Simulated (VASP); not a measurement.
A run of VASP 6.6.1 is set up as follows.

INCAR

```
SYSTEM = SiO2
  ALGO = Normal
  EDIFF = 1E-6
  ENCUT = 520
  ISIF = 2
  ISMEAR = 0
  LASPH = .TRUE.
  LCHARG = .TRUE.
  LELF = .TRUE.
  LREAL = .FALSE.
  LVHAR = .TRUE.
  LWAVE = .FALSE.
  NBANDS = 25
  NELM = 100
  PREC = Accurate
  SIGMA = 0.05
```

KPOINTS

```
k-points
0
G
  6 6 8
  0 0 0
```

File POSCAR:

```
SiO2
1.0
    4.2549000000      0.0000000000      0.0000000000
    0.0000000000      4.2549000000      0.0000000000
    0.0000000000      0.0000000000      2.7252000000
Si O
2 4
Direct
    0.5000000000      0.5000000000      0.5000000000
    0.0000000000      0.0000000000      0.0000000000
    0.6944252994      0.6944252994      0.0000000000
    0.1944252994      0.8055747006      0.5000000000
    0.3055747006      0.3055747006      0.0000000000
    0.8055747006      0.1944252994      0.5000000000
```

Potentials or basis: VASP PAW LDA potentials, release 64 (Si, O).

Launch:

```bash
$ cat potpaw_LDA.64/Si/POTCAR potpaw_LDA.64/O/POTCAR > POTCAR
$ mpirun -np 1 vasp_std > vasp.out
```

(1) Predict the pressure.

(2) What does it give for the band gap on the k mesh?

(3) Predict the largest force.

Results:

(1) -19.8 GPa.

(2) 4.56 eV.

(3) 0.396 eV/Å.

Caveat: the cell stands under tension.
